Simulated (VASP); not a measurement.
Si12O23 (a cell with a defect), 35 atoms in the cell. The cell holds a defect, 35 atoms: a = 7.399 Å, b = 7.399 Å, c = 9.994 Å, α = 70.26°, β = 70.26°, γ = 71.59°. 

* Program: VASP 6.6.1
* Task: single point
* Functional: PBE
* Dispersion: D3(BJ)
* Potentials or basis: VASP PAW PBE potentials, release 64 (Si, O)
* Cutoff: 520 eV
* k mesh: 2 × 2 × 2
* Occupations: gaussian, width 0.02 eV
* Spin: no spin polarisation
* Dipole correction: no
* Charge: -2
* Further INCAR settings: LREAL = Auto; ALGO = Normal; EDIFF = 1e-06; NBANDS = 116; NELECT = 188.0

Potentials or basis: VASP PAW PBE potentials, release 64 (Si, O).

Run with:

```console
$ cat potpaw_PBE.64/Si/POTCAR potpaw_PBE.64/O/POTCAR > POTCAR
$ mpirun -np 1 vasp_std > vasp.out
```

Hardware: 1 thread of Intel Xeon 8259CL (shared host).

Q: How long does it take, and how much memory?

A: Run time: 26 min on 1 thread of Intel Xeon 8259CL (shared host), peak memory 0.64 GiB. Counts: scf iterations 17, k points 8.
